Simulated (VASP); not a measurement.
# SrTiO3 (Pm-3m) in VASP: further runs, part 2 of 2

VASP 6.6.1. The steps go on from the part before.

## 5. Single point, r2SCAN

POSCAR

```
SrTiO3
1.0
    3.9068515418      0.0000000000      0.0000000000
    0.0000000000      3.9068515418      0.0000000000
    0.0000000000      0.0000000000      3.9068515418
Sr Ti O
1 1 3
Direct
    0.0000000000      0.0000000000      0.0000000000
    0.5000000000      0.5000000000      0.5000000000
    0.5000000000      0.0000000000      0.5000000000
    0.5000000000      0.5000000000      0.0000000000
    0.0000000000      0.5000000000      0.5000000000
```

INCAR.step1

```
PREC     = Accurate       # precision mode
ENCUT    = 520            # plane-wave cutoff, eV
ISMEAR   = -1             # smearing method
SIGMA    = 0.02           # smearing width, eV
LREAL    = False          # projectors in reciprocal space
LASPH    = True           # aspherical terms in the spheres
NELM     = 100            # most SCF steps
NBANDS   = 28             # bands
GGA      = PE             # functional
ALGO     = Normal         # electronic algorithm
EDIFF    = 1E-4           # SCF threshold, eV
LWAVE    = True           # write WAVECAR
LCHARG   = False          # write CHGCAR
```

INCAR.step2

```
PREC     = Accurate       # precision mode
ENCUT    = 520            # plane-wave cutoff, eV
EDIFF    = 1E-6           # SCF threshold, eV
ISMEAR   = -1             # smearing method
SIGMA    = 0.02           # smearing width, eV
LREAL    = False          # projectors in reciprocal space
LASPH    = True           # aspherical terms in the spheres
NELM     = 100            # most SCF steps
ALGO     = Normal         # electronic algorithm
ISIF     = 2              # what is computed and relaxed
LWAVE    = False          # write WAVECAR
LCHARG   = True           # write CHGCAR
METAGGA  = R2SCAN         # meta-GGA
LMIXTAU  = True         
LELF     = True           # ELF
LVHAR    = True         
NBANDS   = 28             # bands
ISTART   = 1
```

KPOINTS

```
regular mesh
0
Gamma
  6 6 6
```

Potentials or basis: VASP PAW PBE potentials, release 64 (Sr_sv, Ti_sv, O).

Command:

```console
$ cat potpaw_PBE.64/Sr_sv/POTCAR potpaw_PBE.64/Ti_sv/POTCAR potpaw_PBE.64/O/POTCAR > POTCAR
$ cp INCAR.step1 INCAR
$ mpirun -np 1 vasp_std > vasp.out
$ cp INCAR.step2 INCAR
$ mpirun -np 1 vasp_std > vasp.out
```

OUTCAR:

```text
PREC = Accurate
   ENCUT = 520
   EDIFF = 1E-6
   ISMEAR = -1
   LREAL = False
   LASPH = True
   NELM = 100
   ISIF = 2
   METAGGA = R2SCAN
   ISTART = 1

 ion  position               nearest neighbor table
   1  0.000  0.000  0.000-   3 2.76   4 2.76   5 2.76   3 2.76   5 2.76   4 2.76   5 2.76   5 2.76
                             3 2.76   4 2.76   3 2.76   4 2.76   2 3.38   2 3.38   2 3.38   2 3.38
   2  0.500  0.500  0.500-   3 1.95   4 1.95   5 1.95   4 1.95   3 1.95   5 1.95   1 3.38   1 3.38
                             1 3.38   1 3.38   1 3.38   1 3.38   1 3.38   1 3.38
   3  0.500  0.000  0.500-   2 1.95   2 1.95   1 2.76   1 2.76   1 2.76   1 2.76
[... 820 lines left out ...]
  Total        0.3476169      0.3476169      0.3476169      0.0000000      0.0000000      0.0000000
  in kB        9.3396538      9.3396538      9.3396538      0.0000000      0.0000000      0.0000000
  external PRESSURE =       9.3396538 kB  Pullay stress =       0.0000000 kB

 VOLUME and BASIS-vectors are now :
 -----------------------------------------------------------------------------
  energy-cutoff  :      520.00
  volume of cell :       59.63
      direct lattice vectors                 reciprocal lattice vectors
     3.906851542  0.000000000  0.000000000     0.255960583  0.000000000  0.000000000
     0.000000000  3.906851542  0.000000000     0.000000000  0.255960583  0.000000000
     0.000000000  0.000000000  3.906851542     0.000000000  0.000000000  0.255960583

 POSITION                                       TOTAL-FORCE (eV/Angst)
 -----------------------------------------------------------------------------------
      0.00000      0.00000      0.00000         0.000000      0.000000      0.000000
      1.95343      1.95343      1.95343         0.000000      0.000000      0.000000
      1.95343      0.00000      1.95343         0.000000      0.000000      0.000000
      1.95343      1.95343      0.00000         0.000000      0.000000      0.000000
      0.00000      1.95343      1.95343         0.000000      0.000000      0.000000
 -----------------------------------------------------------------------------------
    total drift:                                0.000000      0.000000     -0.000000

  FREE ENERGIE OF THE ION-ELECTRON SYSTEM (eV)
  ---------------------------------------------------
  free  energy   TOTEN  =       -63.3289873586 eV

  energy  without entropy=      -63.3289873586  energy(sigma->0) =      -63.32898736
```

OSZICAR.step1:

```text
N       E                     dE             d eps       ncg     rms          rms(c)
DAV:   1     0.437791697555E+03    0.43779E+03   -0.21697E+04  1120   0.159E+03
DAV:   2    -0.539789406133E+00   -0.43833E+03   -0.41660E+03  1252   0.441E+02
DAV:   3    -0.477995757581E+02   -0.47260E+02   -0.46783E+02  1488   0.140E+02
DAV:   4    -0.503002414942E+02   -0.25007E+01   -0.24951E+01  1704   0.273E+01
DAV:   5    -0.503709837427E+02   -0.70742E-01   -0.70724E-01  1528   0.391E+00    0.266E+01
DAV:   6    -0.401484103081E+02    0.10223E+02   -0.52560E+01  1568   0.645E+01    0.147E+01
DAV:   7    -0.401585436978E+02   -0.10133E-01   -0.75116E+00  1488   0.208E+01    0.109E+01
DAV:   8    -0.401415473176E+02    0.16996E-01   -0.13713E+00  1356   0.123E+01    0.287E+00
DAV:   9    -0.400903635620E+02    0.51184E-01   -0.32095E-01  1452   0.516E+00    0.117E+00
DAV:  10    -0.400843451569E+02    0.60184E-02   -0.93751E-02  1384   0.216E+00    0.694E-01
DAV:  11    -0.400786453380E+02    0.56998E-02   -0.23473E-02  1744   0.142E+00    0.138E-01
DAV:  12    -0.400786649439E+02   -0.19606E-04   -0.13948E-03  1372   0.383E-01    0.120E-01
DAV:  13    -0.400786390767E+02    0.25867E-04   -0.33646E-04  1120   0.144E-01
   1 F= -.40078639E+02 E0= -.40078639E+02  d E =-.825321E-13
```

Run time: 2.1 min. Hardware: 1 thread of AMD EPYC 7R13 (Zen 3), shared host; peak memory 0.16 GiB.

What came out:

```
Free energy            : -63.3290 eV
Pressure               : 0.9 GPa
Band gap on the k mesh : 2.27 eV, indirect (least direct gap 2.66 eV)
```

Levels at points of the mesh, in eV from the valence-band top:
| k point | band 18 | band 19 | band 20 | band 21 | band 22 | band 23 |
| --- | --- | --- | --- | --- | --- | --- |
| (0.00, 0.00, 0.00) | -0.38 | -0.38 | -0.38 | 2.27 | 2.27 | 2.27 |
| (0.50, 0.00, 0.00) | -2.00 | -0.77 | -0.77 | 2.43 | 4.17 | 4.17 |
| (0.50, 0.50, 0.00) | -1.61 | -1.61 | -0.09 | 4.18 | 4.18 | 4.66 |
| (0.50, 0.50, 0.50) | 0.00 | 0.00 | 0.00 | 4.87 | 4.87 | 4.87 |

Caveat: the PAW data sets were made with another functional, which shifts forces and pressure a little. r2SCAN opens gaps a little over a GGA but as a rule still falls short of measured ones.

## 6. Summary

```tsv
level	cell	gap on the mesh (eV)	pressure (GPa)
PBE	a = 3.907 Å, 5 atoms	1.85	4.7
PBEsol	a = 3.891 Å, 5 atoms	1.82	0.7
PBE	a = 3.936 Å, 5 atoms	1.81	0.7
r2SCAN	a = 3.907 Å, 5 atoms	2.27	0.9
```

Alike in all rows: task single point; potentials or basis VASP PAW PBE potentials, release 64 (Sr_sv, Ti_sv, O); no spin polarisation; k mesh 6 × 6 × 6; cutoff (eV) 520; smearing fermi-dirac 0.02 eV.

Caveats: the PAW data sets were made with another functional, which shifts forces and pressure a little (some runs).

Absolute energies hang on the potentials; compare differences alone.
